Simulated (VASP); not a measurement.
# Pd (P6_3/mmc) in VASP: further runs

Pd is run at these levels: PBE; tasks: single point, relaxation of cell and atoms.

All numbers are computed with VASP 6.6.1; they aren't measurements. Logs are shortened: lines on timing, memory, paths and dates and some standing lists are left out, and cuts for length are marked.

**1. The cell of the first run**

It takes space group P6_3/mmc (No. 194, hexagonal). Conventional cell: a = 2.763 Å, b = 2.763 Å, c = 4.656 Å, α = 90.00°, β = 90.00°, γ = 120.00°. Pd (site symmetry -6m2) has 12 Pd at 2.76 to 2.82 Å within 3.6 Å.

This isn't the form of Pd at room conditions, which is fcc.

**2. Single point, PBE**

Contents of INCAR:

```
PREC = Accurate
ENCUT = 520
EDIFF = 1E-7
ISMEAR = 0
SIGMA = 0.05
LREAL = False
LASPH = True
NELM = 80
ALGO = Normal
ISIF = 2
LWAVE = False
LCHARG = False
GGA = PE
NBANDS = 17
```

Contents of KPOINTS:

```
Automatic mesh
0
Gamma
  18 18 10
```

Contents of POSCAR:

```
Pd
1.0
    2.7633121749      0.0000000000      0.0000000000
   -1.3816560875      2.3930985420      0.0000000000
    0.0000000000      0.0000000000      4.6556770809
Pd
2
Direct
    0.3333333333      0.6666666667      0.7500000000
    0.6666666667      0.3333333333      0.2500000000
```

Potentials or basis: VASP PAW PBE potentials, release 64 (Pd).

The run is started by

```bash
> cat potpaw_PBE.64/Pd/POTCAR > POTCAR
> mpirun -np 1 vasp_std > vasp.out
```

OUTCAR:

```text
PREC = Accurate
   ENCUT = 520
   EDIFF = 1E-7
   ISMEAR = 0
   LREAL = False
   LASPH = True
   NELM = 80
   ISIF = 2
   GGA = PE

 ion  position               nearest neighbor table
   1  0.333  0.667  0.750-   2 2.82   2 2.82   2 2.82   2 2.82   2 2.82   2 2.82
   2  0.667  0.333  0.250-   1 2.82   1 2.82   1 2.82   1 2.82   1 2.82   1 2.82

  LATTYP: Found a hexagonal cell.
 ALAT       =     2.7633121749
 C/A-ratio  =     1.6848176341

  Lattice vectors:

 A1 = (   2.7633121749,   0.0000000000,   0.0000000000)
 A2 = (  -1.3816560875,   2.3930985420,   0.0000000000)
 A3 = (   0.0000000000,   0.0000000000,   4.6556770809)

Analysis of symmetry for initial positions (statically):
=====================================================================
 Subroutine PRICEL returns:
 Original cell was already a primitive cell.

 Routine SETGRP: Setting up the symmetry group for a
 hexagonal supercell.

 Subroutine GETGRP returns: Found 24 space group operations
 (whereof 12 operations were pure point group operations)
 out of a pool of 24 trial point group operations.

The static configuration has the point symmetry D_3d.
 The point group associated with its full space group is D_6h.

Analysis of symmetry for dynamics (positions and initial velocities):
=====================================================================
 Subroutine PRICEL returns:
 Original cell was already a primitive cell.

 Routine SETGRP: Setting up the symmetry group for a
 hexagonal supercell.

 Subroutine GETGRP returns: Found 24 space group operations
 (whereof 12 operations were pure point group operations)
 out of a pool of 24 trial point group operations.

The dynamic configuration has the point symmetry D_3d.
 The point group associated with its full space group is D_6h.

 Subroutine INISYM returns: Found 24 space group operations
 (whereof 12 operations are pure point group operations),
 and found     1 'primitive' translations

----------------------------------------------------------------------------------------

                                     Primitive cell

  volume of cell :      30.7874

  direct lattice vectors                    reciprocal lattice vectors
     2.763312175  0.000000000  0.000000000     0.361884556  0.208934146  0.000000000
    -1.381656087  2.393098542  0.000000000     0.000000000  0.417868292  0.000000000
     0.000000000  0.000000000  4.655677081     0.000000000  0.000000000  0.214791529

  length of vectors
     2.763312175  2.763312175  4.655677081     0.417868292  0.417868292  0.214791529

  position of ions in fractional coordinates (direct lattice)
     0.333333333  0.666666667  0.750000000
     0.666666667  0.333333333  0.250000000

  ion indices of the primitive-cell ions
   primitive index   ion index
                 1           1
                 2           2

----------------------------------------------------------------------------------------

 KPOINTS: Automatic mesh

Automatic generation of k-mesh.
 Grid dimensions read from file:
 generate k-points for:   18   18   10

 Generating k-lattice:

  Cartesian coordinates                     Fractional coordinates (reciprocal lattice)
     0.020104698  0.011607453  0.000000000     0.055555556  0.000000000  0.000000000
     0.000000000  0.023214905  0.000000000     0.000000000  0.055555556  0.000000000
     0.000000000  0.000000000  0.021479153     0.000000000  0.000000000  0.100000000

  Length of vectors
     0.023214905  0.023214905  0.021479153

  Shift w.r.t. Gamma in fractional coordinates (k-lattice)
     0.000000000  0.000000000  0.000000000

 Subroutine IBZKPT returns following result:
 ===========================================

 Found    222 irreducible k-points:

 Following reciprocal coordinates:
            Coordinates               Weight
  0.000000  0.000000  0.000000      1.000000
  0.055556  0.000000  0.000000      6.000000
  0.111111  0.000000  0.000000      6.000000
  0.166667  0.000000  0.000000      6.000000
  0.222222  0.000000  0.000000      6.000000
  0.277778  0.000000  0.000000      6.000000
[... 16 lines left out ...]
  0.333333  0.111111  0.000000     12.000000
  0.388889  0.111111  0.000000     12.000000
 [... further k-points ...]
   k-points           NKPTS =    222   k-points in BZ     NKDIM =    222   number of bands    NBANDS=     17
   number of dos      NEDOS =    301   number of ions     NIONS =      2
   total plane-waves  NPLWV =  20736
   dimension x,y,z NGX =    24 NGY =   24 NGZ =   36
   dimension x,y,z NGXF=    48 NGYF=   48 NGZF=   72
   ions per type =               2
   NGX,Y,Z   is equivalent  to a cutoff of  14.44, 14.44, 12.85 a.u.
   NGXF,Y,Z  is equivalent  to a cutoff of  28.88, 28.88, 25.71 a.u.
 SYSTEM =  unknown system
   PREC   = accura    normal or accurate (medium, high low for compatibility)
   ISTART =      0    job   : 0-new  1-cont  2-samecut
   ICHARG =      2    charge: 1-file 2-atom 10-const
   ISPIN  =      1    spin polarized calculation?
   LNONCOLLINEAR =      F non collinear calculations
   LSORBIT =      F    spin-orbit coupling
   LASPH  =      T    aspherical Exc in radial PAW
   ENCUT  =  520.0 eV  38.22 Ry    6.18 a.u.   5.14  5.14  8.66*2*pi/ulx,y,z
   NELM   =     80;   NELMIN=  2; NELMDL= -5     # of ELM steps
   EDIFF  = 0.1E-06   stopping-criterion for ELM
   LREAL  =      F    real-space projection
   EDIFFG = 0.1E-05   stopping-criterion for IOM
   NSW    =      0    number of steps for IOM
   IBRION =     -1    ionic relax: 0-MD 1-quasi-New 2-CG
   NFREE  =      0    steps in history (QN), initial steepest desc. (CG)
   ISIF   =      2    stress and relaxation
   ISYM   =      2    0-nonsym 1-usesym 2-fastsym
   POTIM  = 0.5000    time-step for ionic-motion
   TEBEG  =    0.0;   TEEND  =   0.0 temperature during run
   PSTRESS=    0.0 pullay stress
   NELECT =      20.0000    total number of electrons
   NUPDOWN=      -1.0000    fix difference up-down
   EMIN   =  10.00;   EMAX   =-10.00  energy-range for DOS
   EFERMI =   0.00;   METHOD = LEGACY
   ISMEAR =     0;   SIGMA  =   0.05  broadening in eV -4-tet -1-fermi 0-gaus
   EFERMI_NEDOS =   21; number of points for ismear=-14 and -15
   IALGO  =     38    algorithm
   IMIX   =      4    mixing-type and parameters
     AMIX     =   0.40;   BMIX     =  1.00
     AMIX_MAG =   1.60;   BMIX_MAG =  1.00
  volume/ion in A,a.u.               =      15.39       103.88
  Fermi-wavevector in a.u.,A,eV,Ry     =   1.417839  2.679328 27.351364  2.010269
  Thomas-Fermi vector in A             =   2.539028
   LORBIT       =      0    0 simple, 1 ext, 2 COOP (PROOUT), +10 PAW based schemes
   GGA     = PE    functional components
   LHFCALC =     F    Hartree Fock is set to
   AEXX    =    0.0000 exact exchange contribution
   IVDW    =     0    specifies the selected vdW correction
   LEPSILON=     F    determine dielectric tensor
   LRPA    =     F    only Hartree local field effects (RPA)
 non-spin polarized calculation
 Gauss-broadening in eV      SIGMA  =   0.05
  energy-cutoff  :      520.00
  volume of cell :       30.79
 maximum number of plane-waves:       844
 NGX is ok and might be reduce to    24
   NGX = 11   NGY = 11   NGZ = 17

 number of electron      20.0000006 magnetization

 Free energy of the ion-electron system (eV)
  ---------------------------------------------------
  ext. energy  EPLUGINS =         0.00000000
  ---------------------------------------------------
  free energy    TOTEN  =       -10.37210640 eV

  energy without entropy =      -10.36454878  energy(sigma->0) =      -10.36832759

 E-fermi :   9.0770     XC(G=0): -12.9165

 val. band max:        9.0767706371   @ k =   0.3889   0.0000   0.1000
 cond. band min:       9.0790192009   @ k =   0.2778   0.1667   0.2000
 fundamental gap:      0.0022485638
 Fermi energy:         9.0770166454

 k-point     1 :       0.0000    0.0000    0.0000
  band No.  band energies     occupation
      1       2.2652      2.00000
      2       4.0856      2.00000
      3       6.2675      2.00000
      4       6.5093      2.00000
      5       6.5093      2.00000
      6       6.8241      2.00000
[... 9 lines left out ...]
     16      28.5695      0.00000
     17      31.1630      0.00000

 k-point     2 :       0.0556    0.0000    0.0000
  band No.  band energies     occupation
      1       2.3643      2.00000
      2       4.1577      2.00000
      3       6.2241      2.00000
      4       6.5426      2.00000
      5       6.5745      2.00000
      6       6.7904      2.00000
[... 9 lines left out ...]
     16      28.4865      0.00000
     17      30.4280      0.00000

 k-point     3 :       0.1111    0.0000    0.0000
  band No.  band energies     occupation
      1       2.6530      2.00000
      2       4.3560      2.00000
      3       6.1006      2.00000
      4       6.6087      2.00000
      5       6.7521      2.00000
      6       6.7660      2.00000
[... 9 lines left out ...]
     16      28.0056      0.00000
     17      29.0942      0.00000

 k-point     4 :       0.1667    0.0000    0.0000
  band No.  band energies     occupation
      1       3.1011      2.00000
      2       4.6131      2.00000
      3       5.9617      2.00000
      4       6.5160      2.00000
      5       6.6720      2.00000
      6       6.9528      2.00000
[... 9 lines left out ...]
     16      27.8925      0.00000
     17      28.3899      0.00000
[... 343 lines left out ...]
      1       4.6771      2.00000
      2       4.8221      2.00000
      3       5.2040      2.00000
      4       6.1613      2.00000
      5       6.5275      2.00000
      6       6.6794      2.00000
[... 9 lines left out ...]
     16      25.0483      0.00000
     17      26.1096      0.00000

 k-point    23 :       0.3333    0.1111    0.0000
  band No.  band energies     occupation
      1       4.5821      2.00000
      2       4.8315      2.00000
      3       4.9451      2.00000
      4       6.4771      2.00000
      5       6.6121      2.00000
      6       6.8839      2.00000
[... 9 lines left out ...]
     16      23.9783      0.00000
     17      24.2410      0.00000

 k-point    24 :       0.3889    0.1111    0.0000
  band No.  band energies     occupation
      1       4.4733      2.00000
      2       4.7873      2.00000
      3       4.8220      2.00000
      4       6.4776      2.00000
      5       6.7411      2.00000
      6       6.9589      2.00000
[... 9 lines left out ...]
     16      22.6763      0.00000
     17      23.0269      0.00000

 [... further k-points ...]

------------------------ aborting loop because EDIFF is reached ----------------------------------------

  FORCE on cell =-STRESS in cart. coord.  units (eV):
  Direction    XX          YY          ZZ          XY          YZ          ZX
  --------------------------------------------------------------------------------------
  -------------------------------------------------------------------------------------
  Total       -0.0502141     -0.0502141     -0.0708349      0.0000000     -0.0000000     -0.0000000
  in kB       -2.6131420     -2.6131420     -3.6862488      0.0000000     -0.0000000     -0.0000000
  external PRESSURE =      -2.9708443 kB  Pullay stress =       0.0000000 kB

 VOLUME and BASIS-vectors are now :
 -----------------------------------------------------------------------------
  energy-cutoff  :      520.00
  volume of cell :       30.79
      direct lattice vectors                 reciprocal lattice vectors
     2.763312175  0.000000000  0.000000000     0.361884556  0.208934146  0.000000000
    -1.381656087  2.393098542  0.000000000     0.000000000  0.417868292  0.000000000
     0.000000000  0.000000000  4.655677081     0.000000000  0.000000000  0.214791529

 POSITION                                       TOTAL-FORCE (eV/Angst)
 -----------------------------------------------------------------------------------
     -0.00000      1.59540      3.49176         0.000000     -0.000000      0.000000
      1.38166      0.79770      1.16392         0.000000      0.000000      0.000000
 -----------------------------------------------------------------------------------
    total drift:                               -0.000000      0.000000     -0.000000

  FREE ENERGIE OF THE ION-ELECTRON SYSTEM (eV)
  ---------------------------------------------------
  free  energy   TOTEN  =       -10.3721064014 eV

  energy  without entropy=      -10.3645487796  energy(sigma->0) =      -10.36832759
```

Run time: 30 s. Hardware: 1 thread of Intel Xeon 6975P-C (Granite Rapids), shared host; peak memory 0.22 GiB.

What came out:

- Free energy: -10.3721 eV
- Pressure: -0.3 GPa
- Band gap on the k mesh: zero (bands 10 and 11 overlap by 0.86 eV)

Levels at points of the mesh, in eV from the Fermi level:
| k point | band 8 | band 9 | band 10 | band 11 | band 12 | band 13 |
| --- | --- | --- | --- | --- | --- | --- |
| (0.00, 0.00, 0.00) | -1.50 | -1.50 | -0.21 | -0.21 | 0.86 | 6.54 |
| (0.50, 0.00, 0.00) | 0.01 | 0.05 | 0.22 | 2.59 | 4.47 | 9.42 |
| (0.00, 0.00, 0.50) | -2.59 | -0.64 | -0.64 | -0.64 | -0.64 | 13.52 |
| (0.50, 0.00, 0.50) | -0.42 | 0.15 | 0.15 | 2.68 | 2.68 | 8.00 |

[end of part 1 of 2]
